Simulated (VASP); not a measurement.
# Cl (Pm-3m) in VASP: a series of runs

Cl is run at these levels: LDA; tasks: single point.

Everything below comes from runs of VASP 6.6.1. Logs are shortened: lines on timing, memory, paths and dates and some standing lists are left out, and cuts for length are marked.

### Step 1. The cell of the first run

The structure is cubic, space group Pm-3m (No. 221). The conventional cell has a = 2.073 Å, b = 2.073 Å, c = 2.073 Å, α = 90.00°, β = 90.00°, γ = 90.00°. Within 2.7 Å of Cl (site symmetry m-3m) lie 6 Cl at 2.07 Å.

### Step 2. Single point, LDA (8.90 Å³/atom)

INCAR

```
ALGO = Normal
EDIFF = 1E-6
ENCUT = 500
GGA_COMPAT = F
ISIF = 2
ISMEAR = -1
LASPH = T
LCHARG = F
LREAL = F
LWAVE = F
NBANDS = 10
NELM = 120
PREC = Accurate
SIGMA = 0.08
```

KPOINTS

```
k-points
0
Gamma
  15 15 15
```

POSCAR

```
Cl
1.0
    2.0725568879      0.0000000000      0.0000000000
    0.0000000000      2.0725568879      0.0000000000
    0.0000000000      0.0000000000      2.0725568879
Cl
1
Direct
    0.0000000000      0.0000000000      0.0000000000
```

Potentials or basis: VASP PAW LDA potentials, release 64 (Cl).

On the command line:

```bash
cat potpaw_LDA.64/Cl/POTCAR > POTCAR
mpirun -np 1 vasp_std > vasp.out
```

OUTCAR:

```text
EDIFF = 1E-6
   ENCUT = 500
   ISIF = 2
   ISMEAR = -1
   LASPH = T
   LREAL = F
   NELM = 120
   PREC = Accurate

 ion  position               nearest neighbor table
   1  0.000  0.000  0.000-

  LATTYP: Found a simple cubic cell.
 ALAT       =     2.0725568879

  Lattice vectors:

 A1 = (   2.0725568879,   0.0000000000,   0.0000000000)
 A2 = (   0.0000000000,   2.0725568879,   0.0000000000)
 A3 = (   0.0000000000,   0.0000000000,   2.0725568879)

Analysis of symmetry for initial positions (statically):
=====================================================================
 Subroutine PRICEL returns:
 Original cell was already a primitive cell.

 Routine SETGRP: Setting up the symmetry group for a
 simple cubic supercell.

 Subroutine GETGRP returns: Found 48 space group operations
 (whereof 48 operations were pure point group operations)
 out of a pool of 48 trial point group operations.

The static configuration has the point symmetry O_h .

Analysis of symmetry for dynamics (positions and initial velocities):
=====================================================================
 Subroutine PRICEL returns:
 Original cell was already a primitive cell.

 Routine SETGRP: Setting up the symmetry group for a
 simple cubic supercell.

 Subroutine GETGRP returns: Found 48 space group operations
 (whereof 48 operations were pure point group operations)
 out of a pool of 48 trial point group operations.

The dynamic configuration has the point symmetry O_h .

 Subroutine INISYM returns: Found 48 space group operations
 (whereof 48 operations are pure point group operations),
 and found     1 'primitive' translations

----------------------------------------------------------------------------------------

                                     Primitive cell

  volume of cell :       8.9027

  direct lattice vectors                    reciprocal lattice vectors
     2.072556888  0.000000000  0.000000000     0.482495803  0.000000000  0.000000000
     0.000000000  2.072556888  0.000000000     0.000000000  0.482495803  0.000000000
     0.000000000  0.000000000  2.072556888     0.000000000  0.000000000  0.482495803

  length of vectors
     2.072556888  2.072556888  2.072556888     0.482495803  0.482495803  0.482495803

  position of ions in fractional coordinates (direct lattice)
     0.000000000  0.000000000  0.000000000

  ion indices of the primitive-cell ions
   primitive index   ion index
                 1           1

[... 77 lines left out ...]
   ISIF   =      2    stress and relaxation
   ISYM   =      2    0-nonsym 1-usesym 2-fastsym
   POTIM  = 0.5000    time-step for ionic-motion
   TEBEG  =    0.0;   TEEND  =   0.0 temperature during run
   PSTRESS=    0.0 pullay stress
   NELECT =       7.0000    total number of electrons
   NUPDOWN=      -1.0000    fix difference up-down
   EMIN   =  10.00;   EMAX   =-10.00  energy-range for DOS
   EFERMI =   0.00;   METHOD = LEGACY
   ISMEAR =    -1;   SIGMA  =   0.08  broadening in eV -4-tet -1-fermi 0-gaus
   EFERMI_NEDOS =   21; number of points for ismear=-14 and -15
   IALGO  =     38    algorithm
   IMIX   =      4    mixing-type and parameters
     AMIX     =   0.40;   BMIX     =  1.00
     AMIX_MAG =   1.60;   BMIX_MAG =  1.00
  volume/ion in A,a.u.               =       8.90        60.08
  Fermi-wavevector in a.u.,A,eV,Ry     =   1.511011  2.855397 31.064212  2.283155
  Thomas-Fermi vector in A             =   2.621125
   LORBIT       =      0    0 simple, 1 ext, 2 COOP (PROOUT), +10 PAW based schemes
   GGA     = CA    functional components
   LHFCALC =     F    Hartree Fock is set to
   AEXX    =    0.0000 exact exchange contribution
   IVDW    =     0    specifies the selected vdW correction
   LEPSILON=     F    determine dielectric tensor
   LRPA    =     F    only Hartree local field effects (RPA)
 non-spin polarized calculation
  energy-cutoff  :      500.00
  volume of cell :        8.90
 maximum number of plane-waves:       251
 NGX is ok and might be reduce to    16
   NGX =  7   NGY =  7   NGZ =  7

 number of electron       7.0000001 magnetization

 Free energy of the ion-electron system (eV)
  ---------------------------------------------------
  ext. energy  EPLUGINS =         0.00000000
  ---------------------------------------------------
  free energy    TOTEN  =         3.02826111 eV

  energy without entropy =        3.03874509  energy(sigma->0) =        3.03350310

 E-fermi :  18.9531     XC(G=0): -14.2348

 val. band max:       18.9205641256   @ k =   0.4667   0.4667   0.3333
 cond. band min:      18.9694036746   @ k =   0.2000   0.2000   0.0667
 fundamental gap:      0.0488395490
 Fermi energy:        18.9530655600

 k-point     1 :       0.0000    0.0000    0.0000
  band No.  band energies     occupation
      1      -9.6099      2.00000
      2      18.6016      1.97558
      3      18.6016      1.97558
      4      18.6016      1.97558
      5      23.1449      0.00000
      6      23.1449      0.00000
      7      32.8365      0.00000
      8      47.4264      0.00000
      9      47.4264      0.00000
     10      47.4264      0.00000
[... 287 lines left out ...]
 k-point    24 :       0.3333    0.2000    0.0000
  band No.  band energies     occupation
      1      -5.2024      2.00000
      2       6.2491      2.00000
      3      13.5107      2.00000
      4      21.5704      0.00000
      5      27.1694      0.00000
      6      30.3622      0.00000
      7      37.2315      0.00000
      8      38.9898      0.00000
      9      42.5650      0.00000
     10      43.0938      0.00000

 [... further k-points ...]

------------------------ aborting loop because EDIFF is reached ----------------------------------------

  FORCE on cell =-STRESS in cart. coord.  units (eV):
  Direction    XX          YY          ZZ          XY          YZ          ZX
  --------------------------------------------------------------------------------------
  -------------------------------------------------------------------------------------
  Total       12.6951967     12.6951967     12.6951967      0.0000000      0.0000000      0.0000000
  in kB     2284.7076611   2284.7076611   2284.7076611      0.0000000      0.0000000      0.0000000
  external PRESSURE =    2284.7076611 kB  Pullay stress =       0.0000000 kB

 VOLUME and BASIS-vectors are now :
 -----------------------------------------------------------------------------
  energy-cutoff  :      500.00
  volume of cell :        8.90
      direct lattice vectors                 reciprocal lattice vectors
     2.072556888  0.000000000  0.000000000     0.482495803  0.000000000  0.000000000
     0.000000000  2.072556888  0.000000000     0.000000000  0.482495803  0.000000000
     0.000000000  0.000000000  2.072556888     0.000000000  0.000000000  0.482495803

 POSITION                                       TOTAL-FORCE (eV/Angst)
 -----------------------------------------------------------------------------------
      0.00000      0.00000      0.00000         0.000000      0.000000      0.000000
 -----------------------------------------------------------------------------------
    total drift:                                0.000000     -0.000000     -0.000000

  FREE ENERGIE OF THE ION-ELECTRON SYSTEM (eV)
  ---------------------------------------------------
  free  energy   TOTEN  =         3.0282611058 eV

  energy  without entropy=        3.0387450894  energy(sigma->0) =        3.03350310
```

stdout:

```text
POSCAR found type information on POSCAR Cl
 POSCAR found :  1 types and       1 ions
 scaLAPACK will be used
 LDA part: xc-table for (Slater(with rela. corr.)+CA(PZ))
 , standard interpolation
 POSCAR, INCAR and KPOINTS ok, starting setup
 FFT: planning ... GRIDC
 FFT: planning ... GRID_SOFT
 FFT: planning ... GRID
 WAVECAR not read
 entering main loop
```

Wall time 4.3 s (1 thread of Intel Xeon Platinum 8375C at 2.90GHz (Ice Lake), shared host); peak memory 0.11 GiB.

Results:

```
Free energy            : 3.0283 eV
Pressure               : 228.5 GPa
Band gap on the k mesh : zero (an odd number of electrons rules out a gap without spin polarisation)
```

Caveat: the cell stands under pressure; an odd number of electrons without spin polarisation forces a metal; a magnetic or distorted state may lie lower.

### Step 3. Single point, LDA (10.35 Å³/atom)

This run uses another cell than the first one, of 10.35 Å³/atom.

INCAR

```
SYSTEM = Cl
ALGO     = Normal         ! electronic algorithm
EDIFF    = 1E-6           ! SCF threshold, eV
ENCUT    = 500            ! plane-wave cutoff, eV
GGA      = CA             ! functional
GGA_COMPAT= .FALSE.      
ISIF     = 2              ! what is computed and relaxed
ISMEAR   = -1             ! smearing method
LASPH    = .TRUE.         ! aspherical terms in the spheres
LCHARG   = .FALSE.        ! write CHGCAR
LREAL    = .FALSE.        ! projectors in reciprocal space
LWAVE    = .FALSE.        ! write WAVECAR
NBANDS   = 10             ! bands
NELM     = 120            ! most SCF steps
PREC     = Accurate       ! precision mode
SIGMA    = 0.08           ! smearing width, eV
```

KPOINTS

```
k-points
0
G
  15 15 15
  0 0 0
```

POSCAR

```
Cl
1.0
    2.1794168765      0.0000000000      0.0000000000
    0.0000000000      2.1794168765      0.0000000000
    0.0000000000      0.0000000000      2.1794168765
Cl
1
Direct
    0.0000000000      0.0000000000      0.0000000000
```

Potentials or basis: VASP PAW LDA potentials, release 64 (Cl).

On the command line:

```bash
cat potpaw_LDA.64/Cl/POTCAR > POTCAR
mpirun -np 1 vasp_std > vasp.out
```

Run time: 4.4 s. Hardware: 1 thread of Intel Xeon Platinum 8375C at 2.90GHz (Ice Lake), shared host; peak memory 0.11 GiB.

Results (log left out):

```yaml
Free_energy: 1.2977 eV
Pressure: 158.6 GPa
Band_gap_on_the_k_mesh: zero (an odd number of electrons rules out a gap without spin polarisation)
```

Levels at points of the mesh, in eV from the Fermi level:
```
           k point  band 1  band 2  band 3  band 4  band 5  band 6  band 7  band 8
(0.00, 0.00, 0.00)  -25.80   -0.49   -0.49   -0.49    5.35    5.35   12.21   26.61
```

Caveat: the cell stands under pressure; an odd number of electrons without spin polarisation forces a metal; a magnetic or distorted state may lie lower.

### Step 4. Single point, LDA (10.35 Å³/atom)

This run uses another cell than the first one, of 10.35 Å³/atom.

INCAR

```
ALGO     = Normal         # electronic algorithm
EDIFF    = 1E-6           # SCF threshold, eV
ENCUT    = 500            # plane-wave cutoff, eV
GGA      = CA             # functional
GGA_COMPAT= F            
ISIF     = 2              # what is computed and relaxed
ISMEAR   = -1             # smearing method
LASPH    = T              # aspherical terms in the spheres
LCHARG   = F              # write CHGCAR
LREAL    = F              # projectors in reciprocal space
LWAVE    = F              # write WAVECAR
NBANDS   = 10             # bands
NELM     = 120            # most SCF steps
PREC     = Accurate       # precision mode
SIGMA    = 0.08           # smearing width, eV
```

KPOINTS

```
k-points
0
Gamma
  15 15 15
```

POSCAR is that of step 3.

Potentials or basis: VASP PAW LDA potentials, release 64 (Cl).

On the command line:

```bash
cat potpaw_LDA.64/Cl/POTCAR > POTCAR
mpirun -np 1 vasp_std > vasp.out
```

OUTCAR:

```text
EDIFF = 1E-6
   ENCUT = 500
   GGA = CA
   ISIF = 2
   ISMEAR = -1
   LASPH = T
   LREAL = F
   NELM = 120
   PREC = Accurate

 ion  position               nearest neighbor table
   1  0.000  0.000  0.000-

  LATTYP: Found a simple cubic cell.
 ALAT       =     2.1794168765

  Lattice vectors:

 A1 = (   2.1794168765,   0.0000000000,   0.0000000000)
 A2 = (   0.0000000000,   2.1794168765,   0.0000000000)
 A3 = (   0.0000000000,   0.0000000000,   2.1794168765)

Analysis of symmetry for initial positions (statically):
=====================================================================
 Subroutine PRICEL returns:
 Original cell was already a primitive cell.

 Routine SETGRP: Setting up the symmetry group for a
 simple cubic supercell.

 Subroutine GETGRP returns: Found 48 space group operations
 (whereof 48 operations were pure point group operations)
 out of a pool of 48 trial point group operations.

The static configuration has the point symmetry O_h .

Analysis of symmetry for dynamics (positions and initial velocities):
=====================================================================
 Subroutine PRICEL returns:
 Original cell was already a primitive cell.

 Routine SETGRP: Setting up the symmetry group for a
 simple cubic supercell.

 Subroutine GETGRP returns: Found 48 space group operations
 (whereof 48 operations were pure point group operations)
 out of a pool of 48 trial point group operations.

The dynamic configuration has the point symmetry O_h .

 Subroutine INISYM returns: Found 48 space group operations
 (whereof 48 operations are pure point group operations),
 and found     1 'primitive' translations

----------------------------------------------------------------------------------------

                                     Primitive cell

  volume of cell :      10.3519
[... 109 lines left out ...]
  Fermi-wavevector in a.u.,A,eV,Ry     =   1.436924  2.715393 28.092646  2.064751
  Thomas-Fermi vector in A             =   2.556059
   LORBIT       =      0    0 simple, 1 ext, 2 COOP (PROOUT), +10 PAW based schemes
   GGA     = CA    functional components
   LHFCALC =     F    Hartree Fock is set to
   AEXX    =    0.0000 exact exchange contribution
   IVDW    =     0    specifies the selected vdW correction
   LEPSILON=     F    determine dielectric tensor
   LRPA    =     F    only Hartree local field effects (RPA)
 non-spin polarized calculation
  energy-cutoff  :      500.00
  volume of cell :       10.35
 maximum number of plane-waves:       280
 NGX is ok and might be reduce to    16
   NGX =  7   NGY =  7   NGZ =  7

 number of electron       7.0000000 magnetization

 Free energy of the ion-electron system (eV)
  ---------------------------------------------------
  ext. energy  EPLUGINS =         0.00000000
  ---------------------------------------------------
  free energy    TOTEN  =         1.29773874 eV

  energy without entropy =        1.30958164  energy(sigma->0) =        1.30366019

 E-fermi :  15.4145     XC(G=0): -13.3927

 val. band max:       15.3841942247   @ k =   0.2667   0.1333   0.0667
 cond. band min:      15.4191416009   @ k =   0.4667   0.1333   0.1333
 fundamental gap:      0.0349473763
 Fermi energy:        15.4144988493

 k-point     1 :       0.0000    0.0000    0.0000
  band No.  band energies     occupation
      1     -10.3894      2.00000
      2      14.9223      1.99575
      3      14.9223      1.99575
      4      14.9223      1.99575
      5      20.7631      0.00000
      6      20.7631      0.00000
      7      27.6281      0.00000
      8      42.0232      0.00000
      9      42.0232      0.00000
     10      42.0232      0.00000
[... 287 lines left out ...]
 k-point    24 :       0.3333    0.2000    0.0000
  band No.  band energies     occupation
      1      -6.5817      2.00000
      2       4.4163      2.00000
      3      10.6415      2.00000
      4      17.3387      0.00000
      5      24.0074      0.00000
      6      26.5656      0.00000
      7      33.1014      0.00000
      8      34.0466      0.00000
      9      37.2623      0.00000
     10      38.2151      0.00000

 [... further k-points ...]

------------------------ aborting loop because EDIFF is reached ----------------------------------------

  FORCE on cell =-STRESS in cart. coord.  units (eV):
  Direction    XX          YY          ZZ          XY          YZ          ZX
  --------------------------------------------------------------------------------------
  -------------------------------------------------------------------------------------
  Total       10.2491417     10.2491417     10.2491417     -0.0000000      0.0000000     -0.0000000
  in kB     1586.2701534   1586.2701534   1586.2701534     -0.0000000      0.0000000     -0.0000000
  external PRESSURE =    1586.2701534 kB  Pullay stress =       0.0000000 kB

 VOLUME and BASIS-vectors are now :
 -----------------------------------------------------------------------------
  energy-cutoff  :      500.00
  volume of cell :       10.35
      direct lattice vectors                 reciprocal lattice vectors
     2.179416876  0.000000000  0.000000000     0.458838330  0.000000000  0.000000000
     0.000000000  2.179416876  0.000000000     0.000000000  0.458838330  0.000000000
     0.000000000  0.000000000  2.179416876     0.000000000  0.000000000  0.458838330

 POSITION                                       TOTAL-FORCE (eV/Angst)
 -----------------------------------------------------------------------------------
      0.00000      0.00000      0.00000         0.000000      0.000000      0.000000
 -----------------------------------------------------------------------------------
    total drift:                                0.000000     -0.000000     -0.000000

  FREE ENERGIE OF THE ION-ELECTRON SYSTEM (eV)
  ---------------------------------------------------
  free  energy   TOTEN  =         1.2977387437 eV

  energy  without entropy=        1.3095816400  energy(sigma->0) =        1.30366019
```

OSZICAR:

```text
N       E                     dE             d eps       ncg     rms          rms(c)
DAV:   1     0.157005496789E+02    0.15701E+02   -0.34230E+03  2586   0.556E+02
DAV:   2     0.155053125021E+01   -0.14150E+02   -0.13326E+02  3240   0.104E+02
DAV:   3     0.124143249401E+01   -0.30910E+00   -0.30463E+00  2844   0.112E+01
DAV:   4     0.124078408387E+01   -0.64841E-03   -0.64835E-03  2766   0.628E-01
DAV:   5     0.124078309611E+01   -0.98775E-06   -0.98663E-06  2798   0.242E-02    0.396E+01
DAV:   6     0.128796219703E+01    0.47179E-01   -0.45768E-02  2550   0.124E+00    0.230E+01
DAV:   7     0.129654153127E+01    0.85793E-02   -0.36706E-02  2588   0.111E+00    0.867E-01
DAV:   8     0.129771825374E+01    0.11767E-02   -0.25499E-03  2500   0.313E-01    0.878E-02
DAV:   9     0.129773878871E+01    0.20535E-04   -0.89530E-05  2712   0.636E-02    0.188E-02
DAV:  10     0.129773874367E+01   -0.45036E-07   -0.52805E-07  1650   0.642E-03
   1 F= 0.12977387E+01 E0= 0.13036602E+01  d E =-.118429E-01
```

Run time: 4.7 s. Hardware: 1 thread of Intel Xeon Platinum 8375C at 2.90GHz (Ice Lake), shared host; peak memory 0.11 GiB.

Results:

```yaml
Free_energy: 1.2977 eV
Pressure: 158.6 GPa
Band_gap_on_the_k_mesh: zero (an odd number of electrons rules out a gap without spin polarisation)
```

Levels at points of the mesh, in eV from the Fermi level:
```csv
k point,band 1,band 2,band 3,band 4,band 5,band 6,band 7,band 8
"(0.00, 0.00, 0.00)",-25.80,-0.49,-0.49,-0.49,5.35,5.35,12.21,26.61
```

Caveat: the cell stands under pressure; an odd number of electrons without spin polarisation forces a metal; a magnetic or distorted state may lie lower.

### Step 5. Single point, LDA

This run uses another cell than the first one, of 10.35 Å³/atom.

INCAR

```
SYSTEM = Cl
PREC = Accurate
ENCUT = 500
EDIFF = 1E-6
ISMEAR = -4
SIGMA = 0.1
LREAL = .FALSE.
LASPH = .TRUE.
NELM = 120
ALGO = Normal
ISIF = 2
LWAVE = .FALSE.
LCHARG = .FALSE.
GGA = CA
NBANDS = 10
GGA_COMPAT = .FALSE.
```

KPOINTS

```
regular mesh
0
G
  15 15 15
  0 0 0
```

POSCAR is that of step 4.

On the command line:

```bash
cat potpaw_LDA.64/Cl/POTCAR > POTCAR
mpirun -np 1 vasp_std > vasp.out
```

Run time: 6.4 s. Hardware: 1 thread of Intel Xeon Platinum 8375C at 2.90GHz (Ice Lake), shared host; peak memory 0.11 GiB.

The run converged. Its results:

```yaml
Free_energy: 1.4140 eV
Pressure: 163.0 GPa
Band_gap_on_the_k_mesh: zero (an odd number of electrons rules out a gap without spin polarisation)
```

Levels at points of the mesh, in eV from the Fermi level:
```tsv
k point	band 1	band 2	band 3	band 4	band 5	band 6	band 7	band 8
(0.00, 0.00, 0.00)	-25.79	-0.47	-0.47	-0.47	5.36	5.36	12.21	26.62
```

Caveat: the cell stands under pressure; an odd number of electrons without spin polarisation forces a metal; a magnetic or distorted state may lie lower.

### Step 6. The runs side by side

| cell | smearing | gap on the mesh (eV) | pressure (GPa) |
| --- | --- | --- | --- |
| a = 2.073 Å, 1 atom | fermi-dirac 0.08 eV | none | 228.5 |
| a = 2.179 Å, 1 atom | fermi-dirac 0.08 eV | none | 158.6 |
| a = 2.179 Å, 1 atom | tetrahedron | none | 163.0 |

Alike in all rows: task single point; level LDA; potentials or basis VASP PAW LDA potentials, release 64 (Cl); no spin polarisation; k mesh 15 × 15 × 15; cutoff (eV) 500.

Caveats: the cell stands under pressure; an odd number of electrons without spin polarisation forces a metal; a magnetic or distorted state may lie lower.

Absolute energies hang on the potentials; compare differences alone.
